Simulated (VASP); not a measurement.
Set up this calculation in VASP 6.6.1, as the native input.

```yaml
Task: electric field gradients
Functional: r2SCAN
Potentials_or_basis: VASP PAW PBE potentials, release 64 (Cs_sv)
Cutoff: 520 eV
k_mesh: 9 × 9 × 9
Occupations: fermi-dirac, width 0.03 eV
Spin: no spin polarisation
Dipole_correction: no
Further_INCAR_settings: ALGO = Normal; EDIFF = 1e-08; NBANDS = 10
```

Crystal: Cs.

```
Cs
1.0
    -3.16963    3.16963    3.16963
     3.16963   -3.16963    3.16963
     3.16963    3.16963   -3.16963
Cs
1
Cartesian
  0.0000 0.0000 0.0000
```

These files were run (other wordings do the same):

POSCAR

```
Cs
1.0
   -3.1696337965      3.1696337965      3.1696337965
    3.1696337965     -3.1696337965      3.1696337965
    3.1696337965      3.1696337965     -3.1696337965
Cs
1
Direct
    0.0000000000      0.0000000000      0.0000000000
```

INCAR.step1

```
PREC     = Accurate       # precision mode
ENCUT    = 520            # plane-wave cutoff, eV
ISMEAR   = -1             # smearing method
SIGMA    = 0.03           # smearing width, eV
LREAL    = False          # projectors in reciprocal space
LASPH    = True           # aspherical terms in the spheres
NELM     = 80             # most SCF steps
NBANDS   = 10             # bands
GGA      = PE             # functional
ALGO     = Normal         # electronic algorithm
EDIFF    = 1E-4           # SCF threshold, eV
LWAVE    = True           # write WAVECAR
LCHARG   = False          # write CHGCAR
```

INCAR.step2

```
PREC     = Accurate       # precision mode
ENCUT    = 520            # plane-wave cutoff, eV
EDIFF    = 1E-8           # SCF threshold, eV
ISMEAR   = -1             # smearing method
SIGMA    = 0.03           # smearing width, eV
LREAL    = False          # projectors in reciprocal space
LASPH    = True           # aspherical terms in the spheres
NELM     = 80             # most SCF steps
ALGO     = Normal         # electronic algorithm
ISIF     = 2              # what is computed and relaxed
LWAVE    = False          # write WAVECAR
LCHARG   = False          # write CHGCAR
METAGGA  = R2SCAN         # meta-GGA
LMIXTAU  = True         
LEFG     = True         
NBANDS   = 10             # bands
ISTART   = 1
```

KPOINTS

```
regular mesh
0
Gamma
  9 9 9
```

Potentials or basis: VASP PAW PBE potentials, release 64 (Cs_sv).

Launch:

```bash
$ cat potpaw_PBE.64/Cs_sv/POTCAR > POTCAR
$ cp INCAR.step1 INCAR
$ mpirun -np 1 vasp_std > vasp.out
$ cp INCAR.step2 INCAR
$ mpirun -np 1 vasp_std > vasp.out
```

It gave:

| Item | Value |
| --- | --- |
| Pressure | -0.1 GPa |
| Band gap on the k mesh | zero (an odd number of electrons rules out a gap without spin polarisation) |
| Largest electric field gradient by atom | under 0.05 V/Å² on every atom |

Caveat: the PAW data sets were made with another functional, which shifts forces and pressure a little; spin-orbit coupling is left out, which moves the levels of the heavy elements.

It took 3.9 min on 1 thread of Intel(R) Xeon(R) Platinum 8375C CPU @ 2.90GHz (Ice Lake), on a shared host, peak memory 0.3 GiB.
